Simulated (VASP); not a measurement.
Set up this calculation in VASP 6.6.1, as the native input.

| Property | Result |
| --- | --- |
| Task | relaxation of cell and atoms |
| Functional | PBE |
| Potentials or basis | VASP PAW PBE potentials, release 64 (Li_sv, Cl) |
| Cutoff | 600 eV |
| k mesh | 8 × 8 × 8 |
| Occupations | gaussian, width 0.02 eV |
| Spin | no spin polarisation |
| Dipole correction | no |
| Further INCAR settings | ALGO = Normal; EDIFF = 1e-06; IBRION = 2; EDIFFG = -0.002; NSW = 100; ISIF = 3 |

The structure of LiCl (kpbe) lies in POSCAR:

```
LiCl
1.0
    0.0000000000      2.5421223400      2.5421223400
    2.5421223400      0.0000000000      2.5421223400
    2.5421223400      2.5421223400      0.0000000000
Li Cl
1 1
Direct
    0.0000000000      0.0000000000      0.0000000000
    0.5000000000      0.5000000000      0.5000000000
```

These files were run (other wordings do the same):

INCAR

```
SYSTEM = LiCl
ALGO     = Normal         ! electronic algorithm
EDIFF    = 1E-6           ! SCF threshold, eV
EDIFFG   = -0.002         ! ionic threshold
ENCUT    = 600            ! plane-wave cutoff, eV
GGA      = PE             ! functional
IBRION   = 2              ! ionic algorithm
ISIF     = 3              ! what is computed and relaxed
ISMEAR   = 0              ! smearing method
LASPH    = .TRUE.         ! aspherical terms in the spheres
LCHARG   = .FALSE.        ! write CHGCAR
LREAL    = .FALSE.        ! projectors in reciprocal space
LWAVE    = .FALSE.        ! write WAVECAR
NELM     = 60             ! most SCF steps
NSW      = 100            ! ionic steps
PREC     = Accurate       ! precision mode
SIGMA    = 0.02           ! smearing width, eV
```

KPOINTS

```
k-points
0
G
  8 8 8
  0 0 0
```

Potentials or basis: VASP PAW PBE potentials, release 64 (Li_sv, Cl).

Run with:

```bash
$ cat potpaw_PBE.64/Li_sv/POTCAR potpaw_PBE.64/Cl/POTCAR > POTCAR
$ mpirun -np 1 vasp_std > vasp.out
```

Results of the run:

The relaxed volume is 17.02 Å³/atom, the relaxed cell is a = 3.638 Å, b = 3.638 Å, c = 3.638 Å, α = 60.00°, β = 60.00°, γ = 60.00° and the space group after relaxing (to 0.05 Å) is Fm-3m (No. 225). The energy gained by relaxing is 2.2 meV/atom, the ionic steps are 4 and the pressure after relaxing is 0.0 GPa. The band gap on the k mesh is 6.29 eV, direct.

Caveat: the cutoff is under 1.25 times the usual one of these potentials, so pressure, stress and relaxed cells hold a basis-set (Pulay) error.

It took 52 s on 1 thread of Intel Xeon 8259CL (shared host), peak memory 0.16 GiB.
